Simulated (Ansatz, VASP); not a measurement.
**Ge2Sb2Te5 in VASP and in Ansatz**

```xyz
9
Lattice="-4.2638 0.0000 0.0000 -2.1319 -3.6926 0.0000 0.0000 0.0000 22.5657" Properties=species:S:1:pos:R:3 pbc="T T T"
Ge    0.0000    0.0000   15.0322
Ge   -6.3957   -3.6926    3.0336
Sb   -2.1319   -1.2309   11.0609
Sb   -4.2638   -2.4617    7.0048
Te   -6.3957   -3.6926    9.0329
Te   -2.1319   -1.2309    5.2584
Te   -4.2638   -2.4617   12.8073
Te   -2.1319   -1.2309   16.4471
Te   -4.2638   -2.4617    1.6186
```

Alike in both runs: task single point; functional PBE; k mesh 11 × 11 × 3; occupations gaussian, width 0.15 eV; no spin polarisation.

|  | VASP | Ansatz |
| --- | --- | --- |
| version | VASP 6.6.1 | Ansatz 0.2.0 |
| potentials or method | VASP PAW PBE potentials, release 64 (Ge_d, Sb, Te), cutoff 520 eV | scalar-relativistic, plane waves, PAW |
| valence electrons in the cell | 68 | 138 |

```csv
,VASP,Ansatz,Ansatz less VASP
gap on the k mesh at the Fermi level (eV),0.19,0.21,+0.015
least direct gap on the mesh (eV),0.45,0.46,+0.011
rms of the force components (eV/Å),0.010,0.010,+0.0005
```

Atom by atom the forces differ by 0.009 eV/Å (rms over components). VASP's potentials hold 68 valence electrons a cell and Ansatz's 138, so a difference there can come from the potentials and not from the codes.

Neither program's run includes spin-orbit coupling.
